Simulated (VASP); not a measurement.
A run of VASP 6.6.1:

File INCAR:

```
PREC = Accurate
ENCUT = 520
EDIFF = 1E-6
ISMEAR = -1
SIGMA = 0.05
LREAL = False
LASPH = True
NELM = 150
ALGO = Normal
ISIF = 2
LWAVE = False
LCHARG = True
ISPIN = 2
MAGMOM = 2.135
LORBIT = 11
LMAXMIX = 4
GGA = PS
LELF = True
LVHAR = True
NBANDS = 14
```

File KPOINTS:

```
regular mesh
0
Gamma
  26 26 26
```

Contents of POSCAR:

```
Fe
1.0
   -1.3940458675      1.3940458675      1.3940458675
    1.3940458675     -1.3940458675      1.3940458675
    1.3940458675      1.3940458675     -1.3940458675
Fe
1
Direct
    0.0000000000      0.0000000000      0.0000000000
```

Potentials or basis: VASP PAW PBE potentials, release 64 (Fe).

Launch:

```console
$ cat potpaw_PBE.64/Fe/POTCAR > POTCAR
$ mpirun -np 1 vasp_std > vasp.out
```

Hardware: 1 thread of Intel(R) Xeon(R) 6975P-C (Granite Rapids), on a shared host.

Task: How long does it take, and how much memory?

Result: It took 53 s on 1 thread of Intel(R) Xeon(R) 6975P-C (Granite Rapids), on a shared host, peak memory 0.23 GiB. Counts: scf iterations 13, k points 511.
